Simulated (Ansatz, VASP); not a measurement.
## Two plane-wave programs on BN

```xyz
4
Lattice="2.5009 0.0000 0.0000 -1.2505 2.1659 0.0000 0.0000 0.0000 6.8743" Properties=species:S:1:pos:R:3 pbc="T T T"
B     0.0000    1.4439    1.7186
B     1.2505    0.7220    5.1557
N     0.0000    1.4439    5.1557
N     1.2505    0.7220    1.7186
```

Alike in both runs: functional r2SCAN; k mesh 12 × 12 × 4; occupations gaussian, width 0.02 eV; no spin polarisation.

Ansatz relaxed the structure, and its values are those at the end. VASP's run is a single point on that final structure, the one shown.

|  | VASP | Ansatz |
| --- | --- | --- |
| version | VASP 6.6.1 | Ansatz 0.2.0 |
| potentials or method | VASP PAW PBE potentials, release 64 (B, N), cutoff 520 eV | scalar-relativistic, plane waves, PAW |
| valence electrons in the cell | 16 | 16 |

```csv
,VASP,Ansatz,Ansatz less VASP
gap on the k mesh at the Fermi level (eV),4.93,4.89,-0.039
least direct gap on the mesh (eV),5.37,5.31,-0.061
pressure (GPa),0.4,0.0,-0.38
```

VASP's potentials were made for PBE, not for r2SCAN. With one functional, cell and mesh, what is left measures potentials, basis and numerics.
